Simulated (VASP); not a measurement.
Here is a VASP 6.6.1 calculation.

The input INCAR:

```
PREC = Accurate
ENCUT = 520
EDIFF = 1E-6
ISMEAR = 0
SIGMA = 0.02
LREAL = False
LASPH = True
NELM = 150
ALGO = Normal
ISIF = 2
LWAVE = False
LCHARG = True
LMAXMIX = 4
LDAU = True
LDAUTYPE = 2
LDAUL = 2 -1
LDAUU = 3.9 0
LDAUJ = 0 0
LDAUPRINT = 1
GGA = PE
LELF = True
LVHAR = True
NBANDS = 20
```

Contents of KPOINTS:

```
Automatic mesh
0
Gamma
  12 12 12
```

Contents of POSCAR:

```
MnO2
1.0
    1.4472321903      0.8355598946      4.6442533328
   -1.4472321903      0.8355598946      4.6442533328
    0.0000000000     -1.6711197893      4.6442533328
Mn O
1 2
Direct
    0.0000000000      0.0000000000      0.0000000000
    0.2643644900      0.2643644900      0.2643644900
    0.7356355100      0.7356355100      0.7356355100
```

Potentials or basis: VASP PAW PBE potentials, release 64 (Mn_pv, O).

Command:

```sh
$ cat potpaw_PBE.64/Mn_pv/POTCAR potpaw_PBE.64/O/POTCAR > POTCAR
$ mpirun -np 1 vasp_std > vasp.out
```

Q: Estimate the largest force.

A: 0.707 eV/Å.

Q: What does it give for the pressure?

A: -8.3 GPa.

Q: Predict the band gap on the k mesh.

A: Zero (an odd number of electrons rules out a gap without spin polarisation).

Forces in eV/Å, atoms in the order of the input:
```
Mn   0.000  0.000  0.000
O    0.000  0.000  0.707
O    0.000  0.000 -0.707
```

Caveat: the cell stands under tension; an odd number of electrons without spin polarisation forces a metal; a magnetic or distorted state may lie lower; the run has no spin polarisation, though such a crystal can be magnetic; U without spin polarisation on a metal has little footing. Spin polarisation is off, so any magnetic state and its effect on volume and gap are missing.
